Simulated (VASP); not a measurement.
Set up this calculation in VASP 6.6.1, as the native input.

| Property | Result |
| --- | --- |
| Task | single point |
| Functional | PBE |
| Potentials or basis | VASP PAW PBE potentials, release 64 (La, S) |
| Cutoff | 520 eV |
| k mesh | 14 × 14 × 14 |
| Occupations | gaussian, width 0.1 eV |
| Spin | no spin polarisation |
| Dipole correction | no |
| Further INCAR settings | ALGO = Normal; EDIFF = 1e-06; NBANDS = 21 |

The structure of La2S lies in POSCAR:

```
La2S
1.0
   -2.4731522146      2.4731522146      3.4867883620
    2.4731522146     -2.4731522146      3.4867883620
    2.4731522146      2.4731522146     -3.4867883620
La S
2 1
Direct
    0.7500000000      0.2500000000      0.5000000000
    0.2500000000      0.7500000000      0.5000000000
    0.5000000000      0.5000000000      0.0000000000
```

The cell was generated, and may not be a known phase.

One way to write it, as run:

INCAR

```
ALGO = Normal
EDIFF = 1E-6
ENCUT = 520
GGA = PE
ISIF = 2
ISMEAR = 0
LASPH = True
LCHARG = False
LREAL = False
LWAVE = False
NBANDS = 21
NELM = 100
PREC = Accurate
SIGMA = 0.1
```

KPOINTS

```
k-points
0
Gamma
  14 14 14
```

Potentials or basis: VASP PAW PBE potentials, release 64 (La, S).

The run is started by

```console
$ cat potpaw_PBE.64/La/POTCAR potpaw_PBE.64/S/POTCAR > POTCAR
$ mpirun -np 1 vasp_std > vasp.out
```

It gave:

The pressure is -0.1 GPa and the band gap on the k mesh is zero (bands 14 and 15 overlap by 1.48 eV).

Caveat: spin-orbit coupling is left out, which moves the levels of the heavy elements.

It took 4.4 min on 1 thread of Intel(R) Xeon(R) 6975P-C (Granite Rapids) (shared host), peak memory 0.59 GiB.
